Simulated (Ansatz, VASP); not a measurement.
## Pb in VASP and in Ansatz

```
CELL_PARAMETERS angstrom
0.00000 2.85118 1.85326
2.85118 0.00000 1.85326
2.85118 2.85118 0.00000
ATOMIC_POSITIONS crystal
Pb 0.00000 0.00000 0.00000
```

Alike in both runs: task single point; functional PBEsol; k mesh 18 × 18 × 18; occupations gaussian, width 0.15 eV; no spin polarisation.

|  | VASP | Ansatz |
| --- | --- | --- |
| version | VASP 6.6.1 | Ansatz 0.2.0 |
| potentials or method | VASP PAW PBE potentials, release 64 (Pb_d), cutoff 520 eV | scalar-relativistic, plane waves, PAW |
| valence electrons in the cell | 14 | 14 |

```csv
,VASP,Ansatz,Ansatz less VASP
gap on the k mesh at the Fermi level (eV),none,none,-
pressure (GPa),-0.4,-0.4,+0.02
"traceless stress, the component that is largest in VASP (GPa)",-0.76,-0.76,+0.001
```

VASP's potentials were made for PBE, not for PBEsol. A gap of «none» marks a metal or a gap that the smearing closes.

Spin-orbit coupling is off throughout.
